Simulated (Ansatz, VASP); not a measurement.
# One calculation of TaN, two programs

INCAR

```
PREC     = Accurate       # precision mode
ENCUT    = 520            # plane-wave cutoff, eV
EDIFF    = 1E-6           # SCF threshold, eV
ISMEAR   = 0              # smearing method
SIGMA    = 0.15           # smearing width, eV
LREAL    = F              # projectors in reciprocal space
LASPH    = T              # aspherical terms in the spheres
NELM     = 100            # most SCF steps
ALGO     = Normal         # electronic algorithm
ISIF     = 2              # what is computed and relaxed
LWAVE    = F              # write WAVECAR
LCHARG   = T              # write CHGCAR
GGA      = PS             # functional
LELF     = T              # ELF
LVHAR    = T            
NBANDS   = 42             # bands
```

KPOINTS

```
Automatic mesh
0
Gamma
  15 15 5
```

POSCAR

```
TaN
1.0
    1.4619341542     -2.5321442324      0.0000000000
    0.0000000000      0.0000000000     -2.8704762697
    9.3616707793      4.8422644262      0.0000000000
Ta N
4 4
Direct
    0.3530238587      0.5000000000      0.8818568477
   -0.0267251212      0.5000000000      0.1603507269
    0.4331912055      0.5000000000      0.4008527672
   -0.1068924679      0.5000000000      0.6413548074
    0.4866361033      0.0000000000      0.0801833802
   -0.0534475701      0.0000000000      0.3206854205
    0.4064687566      0.0000000000      0.5611874607
   -0.1336149168      0.0000000000      0.8016895009
```

Input for Ansatz:

```yaml
crystal:
  lattice:
    - [1.4619341542, -2.5321442324, 0.0]
    - [0.0, 0.0, -2.8704762697]
    - [9.3616707793, 4.8422644262, 0.0]
  atoms:
    - { symbol: Ta, position: [0.3530238587, 0.5, 0.8818568477] }
    - { symbol: Ta, position: [-0.0267251212, 0.5, 0.1603507269] }
    - { symbol: Ta, position: [0.4331912055, 0.5, 0.4008527672] }
    - { symbol: Ta, position: [-0.1068924679, 0.5, 0.6413548074] }
    - { symbol: "N", position: [0.4866361033, 0.0, 0.0801833802] }
    - { symbol: "N", position: [-0.0534475701, 0.0, 0.3206854205] }
    - { symbol: "N", position: [0.4064687566, 0.0, 0.5611874607] }
    - { symbol: "N", position: [-0.1336149168, 0.0, 0.8016895009] }
basis:
  ecutwfc: 520.0
kpoints:
  mp_grid: { grid: [15, 15, 5] }
hamiltonian:
  xc: pbesol
  pseudopotentials: { kind: paw, azcp: { folder: soft_1 } }
scf:
  occupations: { method: gaussian, width: 0.15 }
output:
  forces: true
  stress: true
  eigenvalues: true
```

Alike in both runs: task single point; functional PBEsol; k mesh 15 × 15 × 5; occupations gaussian, width 0.15 eV; no spin polarisation.

|  | VASP | Ansatz |
| --- | --- | --- |
| version | VASP 6.6.1 | Ansatz 0.2.0 |
| potentials or method | VASP PAW PBE potentials, release 64 (Ta_pv, N), cutoff 520 eV | scalar-relativistic, plane waves, PAW |
| valence electrons in the cell | 64 | 72 |

```csv
,VASP,Ansatz,Ansatz less VASP
gap on the k mesh at the Fermi level (eV),none,none,-
pressure (GPa),-6.6,-7.4,-0.80
"traceless stress, the component that is largest in VASP (GPa)",-9.08,-8.97,+0.104
rms of the force components (eV/Å),0.743,0.738,-0.0052
```

VASP's potentials were made for PBE, not for PBEsol, and Ansatz warns of the same on its side. Atom by atom the forces differ by 0.011 eV/Å (rms over components). A gap of «none» marks a metal or a gap that the smearing closes. The functional is the same, so the differences come from potentials, cutoffs and numerics. VASP's potentials hold 64 valence electrons a cell and Ansatz's 72, so a difference there can come from the potentials and not from the codes.

Neither program's run includes spin-orbit coupling.
